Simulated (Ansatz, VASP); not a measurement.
## Pt in VASP and in Ansatz

The input INCAR:

```
PREC     = Accurate       # precision mode
ENCUT    = 520            # plane-wave cutoff, eV
EDIFF    = 1E-6           # SCF threshold, eV
ISMEAR   = 0              # smearing method
SIGMA    = 0.15           # smearing width, eV
LREAL    = F              # projectors in reciprocal space
LASPH    = T              # aspherical terms in the spheres
NELM     = 100            # most SCF steps
ALGO     = Fast           # electronic algorithm
ISIF     = 2              # what is computed and relaxed
LWAVE    = F              # write WAVECAR
LCHARG   = T              # write CHGCAR
GGA      = PE             # functional
LELF     = T              # ELF
LVHAR    = T            
NBANDS   = 17             # bands
```

Contents of KPOINTS:

```
regular mesh
0
Gamma
  18 18 10
```

Contents of POSCAR:

```
Pt
1.0
    3.1723205569      0.0000000000      0.0000000000
   -1.5861602785      2.0306205761      0.0000000000
    0.0000000000      0.0000000000      4.7813829983
Pt
2
Direct
    0.6666666667      0.3333333333      0.7500000000
    0.3333333333      0.6666666667      0.2500000000
```

Input for Ansatz:

```yaml
crystal:
  lattice:
    - [3.1723205569, 0.0, 0.0]
    - [-1.5861602785, 2.0306205761, 0.0]
    - [0.0, 0.0, 4.7813829983]
  atoms:
    - { symbol: Pt, position: [0.6666666667, 0.3333333333, 0.75] }
    - { symbol: Pt, position: [0.3333333333, 0.6666666667, 0.25] }
basis:
  ecutwfc: 420
kpoints:
  mp_grid: { grid: [18, 18, 10] }
hamiltonian:
  xc: pbe
scf:
  occupations: { method: gaussian, width: 0.15 }
output:
  forces: true
  stress: true
  eigenvalues: true
```

Change from the starting cell: normal strain along x +0.1500, normal strain along y -0.1500.

Alike in both runs: task single point; functional PBE; k mesh 18 × 18 × 10; occupations gaussian, width 0.15 eV; no spin polarisation.

|  | VASP | Ansatz |
| --- | --- | --- |
| version | VASP 6.6.1 | Ansatz 0.2.0 |
| potentials or method | VASP PAW PBE potentials, release 64 (Pt), cutoff 520 eV | scalar-relativistic, plane waves, PAW |
| valence electrons in the cell | 20 | 36 |

VASP gave:

- gap on the k mesh at the Fermi level (eV): none
- pressure (GPa): 17.3
- traceless stress, the component that is largest in VASP (GPa): -22.96
- rms of the force components (eV/Å): 0.161

Q: What did Ansatz give for the same quantities?

A: gap on the k mesh at the Fermi level (eV): none; pressure (GPa): 17.8; traceless stress, the component that is largest in VASP (GPa): -23.18; rms of the force components (eV/Å): 0.162.

Atom by atom the forces differ by 0.001 eV/Å (rms over components). A gap of «none» marks a metal or a gap that the smearing closes. VASP's potentials hold 20 valence electrons a cell and Ansatz's 36, so a difference there can come from the potentials and not from the codes.

Neither program's run includes spin-orbit coupling.
